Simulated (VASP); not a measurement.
Co, 4 atoms in the cell. The cell holds a slab with vacuum, 4 atoms: a = 2.493 Å, b = 2.493 Å, c = 22.055 Å, α = 90.00°, β = 90.00°, γ = 120.00°. 

```yaml
Program: VASP 6.6.1
Task: single point
Functional: PBE
Potentials_or_basis: VASP PAW PBE potentials, release 64 (Co)
Cutoff: 520 eV
k_mesh: 15 × 15 × 1
Occupations: fermi-dirac, width 0.1 eV
Spin: collinear spin, ferromagnetic start
Starting_moments: "[1.7, 1.7, 1.7, 1.7] μB"
Dipole_correction: yes
Further_INCAR_settings: ALGO = Normal; EDIFF = 1e-06; NBANDS = 30
```

Potentials or basis: VASP PAW PBE potentials, release 64 (Co).

Run with:

```console
$ cat potpaw_PBE.64/Co/POTCAR > POTCAR
$ mpirun -np 1 vasp_std > vasp.out
```

Hardware: 1 thread of Intel(R) Xeon(R) Platinum 8259CL CPU @ 2.50GHz (Skylake/Cascade Lake) (shared host).

Estimate the wall time of this run.

Run time: 7.2 min on 1 thread of Intel(R) Xeon(R) Platinum 8259CL CPU @ 2.50GHz (Skylake/Cascade Lake) (shared host), peak memory 0.36 GiB. Counts: scf iterations 33, k points 27.
